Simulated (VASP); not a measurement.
Input of a VASP 6.6.1 run:

INCAR

```
SYSTEM = Bi
ALGO     = Normal         ! electronic algorithm
EDIFF    = 1E-6           ! SCF threshold, eV
ENCUT    = 500            ! plane-wave cutoff, eV
GGA      = LIBXC          ! functional
GGA_COMPAT= .False.      
ISIF     = 2              ! what is computed and relaxed
ISMEAR   = -1             ! smearing method
LASPH    = .True.         ! aspherical terms in the spheres
LCHARG   = .False.        ! write CHGCAR
LIBXC1   = GGA_X_B88    
LIBXC2   = GGA_C_PBE    
LREAL    = .False.        ! projectors in reciprocal space
LWAVE    = .False.        ! write WAVECAR
NBANDS   = 14             ! bands
NELM     = 120            ! most SCF steps
PREC     = Accurate       ! precision mode
SIGMA    = 0.05           ! smearing width, eV
```

File KPOINTS:

```
k-points
0
Gamma
  9 9 9
  0 0 0
```

Contents of POSCAR:

```
Bi
1.0
   -1.9945529707      1.9945529707      1.9945529707
    1.9945529707     -1.9945529707      1.9945529707
    1.9945529707      1.9945529707     -1.9945529707
Bi
1
Direct
    0.0000000000      0.0000000000      0.0000000000
```

Potentials or basis: VASP PAW PBE potentials, release 64 (Bi_d).

Command:

```console
$ cat potpaw_PBE.64/Bi_d/POTCAR > POTCAR
$ mpirun -np 1 vasp_std > vasp.out
```

Question: Predict the pressure.

Answer: -0.4 GPa.

Question: What does it give for the band gap on the k mesh?

Answer: Zero (an odd number of electrons rules out a gap without spin polarisation).

Caveat: the PAW data sets were made with another functional, which shifts forces and pressure a little; spin-orbit coupling is left out, which moves the levels of the heavy elements.
